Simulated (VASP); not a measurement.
Write the native input for VASP 6.6.1 that does the following.

| Property | Result |
| --- | --- |
| Task | single point |
| Functional | PBE |
| Potentials or basis | VASP PAW PBE potentials, release 64 (Bi_d, Se) |
| Cutoff | 520 eV |
| k mesh | 4 × 4 × 2 |
| Occupations | gaussian, width 0.1 eV |
| Spin | no spin polarisation |
| Dipole correction | no |
| Further INCAR settings | ALGO = Normal; EDIFF = 1e-06; NBANDS = 32 |

The structure of Bi2Se3 lies in POSCAR:

```
Bi2Se3
1.0
    4.4193636200      0.0000000000      0.0000000000
    0.0000000000      4.4193636200      0.0000000000
    0.0000000000      0.0000000000      8.9337431000
Bi Se
2 3
Direct
    0.5000000000      0.5000000000      0.6826805200
    0.0000000000      0.0000000000      0.8215615800
    0.0000000000      0.0000000000      0.2058229700
    0.5000000000      0.0000000000      0.0494685800
    0.0000000000      0.5000000000      0.0494685800
```

The cell was built from a structure type or drawn by symmetry, and may not be a known phase.

These files were run (other wordings do the same):

INCAR

```
SYSTEM = Bi2Se3
PREC     = Accurate       ! precision mode
ENCUT    = 520            ! plane-wave cutoff, eV
EDIFF    = 1E-6           ! SCF threshold, eV
ISMEAR   = 0              ! smearing method
SIGMA    = 0.1            ! smearing width, eV
LREAL    = .FALSE.        ! projectors in reciprocal space
LASPH    = .TRUE.         ! aspherical terms in the spheres
NELM     = 80             ! most SCF steps
ALGO     = Normal         ! electronic algorithm
ISIF     = 2              ! what is computed and relaxed
LWAVE    = .FALSE.        ! write WAVECAR
LCHARG   = .FALSE.        ! write CHGCAR
GGA      = PE             ! functional
NBANDS   = 32             ! bands
```

KPOINTS

```
Automatic mesh
0
G
  4 4 2
  0 0 0
```

Potentials or basis: VASP PAW PBE potentials, release 64 (Bi_d, Se).

Launch:

```bash
$ cat potpaw_PBE.64/Bi_d/POTCAR potpaw_PBE.64/Se/POTCAR > POTCAR
$ mpirun -np 1 vasp_std > vasp.out
```

It gave:

```yaml
Pressure: 1.8 GPa
Largest_force: 0.922 eV/Å
Band_gap_on_the_k_mesh: zero (bands 24 and 25 overlap by 0.49 eV)
```

Caveat: spin-orbit coupling is left out, which moves the levels of the heavy elements; this functional lacks dispersion, which binds the layers, so the pressure and a relaxed spacing across them are unreliable.

Run time: 56 s on 1 thread of AMD EPYC 9R14 (Zen 4) (shared host), peak memory 0.27 GiB.
